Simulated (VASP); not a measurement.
A run of VASP 6.6.1 is set up as follows.

POSCAR

```
MgS
1.0
    0.0000000000      2.6146582500      2.6146582500
    2.6146582500      0.0000000000      2.6146582500
    2.6146582500      2.6146582500      0.0000000000
Mg S
1 1
Direct
    0.0000000000      0.0000000000      0.0000000000
    0.5000000000      0.5000000000      0.5000000000
```

INCAR.step1

```
SYSTEM = MgS
  ALGO = Normal
  EDIFF = 1E-5
  ENCUT = 660
  GGA = PE
  GGA_COMPAT = .False.
  ISMEAR = 0
  LASPH = .True.
  LCHARG = .False.
  LREAL = .False.
  LWAVE = .True.
  NBANDS = 11
  NELM = 120
  PREC = Accurate
  SIGMA = 0.01
```

The input INCAR.step2:

```
SYSTEM = MgS
  ALGO = Normal
  EDIFF = 1E-6
  ENCUT = 660
  GGA_COMPAT = .False.
  ISIF = 2
  ISMEAR = 0
  ISTART = 1
  LASPH = .True.
  LCHARG = .False.
  LMIXTAU = .True.
  LREAL = .False.
  LWAVE = .False.
  METAGGA = R2SCAN
  NBANDS = 11
  NELM = 120
  PREC = Accurate
  SIGMA = 0.01
```

KPOINTS

```
k-points
0
Gamma
  8 8 8
  0 0 0
```

Potentials or basis: VASP PAW PBE potentials, release 64 (Mg, S).

Run with:

```sh
$ cat potpaw_PBE.64/Mg/POTCAR potpaw_PBE.64/S/POTCAR > POTCAR
$ cp INCAR.step1 INCAR
$ mpirun -np 1 vasp_std > vasp.out
$ cp INCAR.step2 INCAR
$ mpirun -np 1 vasp_std > vasp.out
```

(1) Estimate the band gap on the k mesh.

(2) What does it give for the pressure?

Answers

(1) 3.40 eV (least direct gap 4.49 eV).

(2) -1.6 GPa.

Caveat: the PAW data sets were made with another functional, which shifts forces and pressure a little.
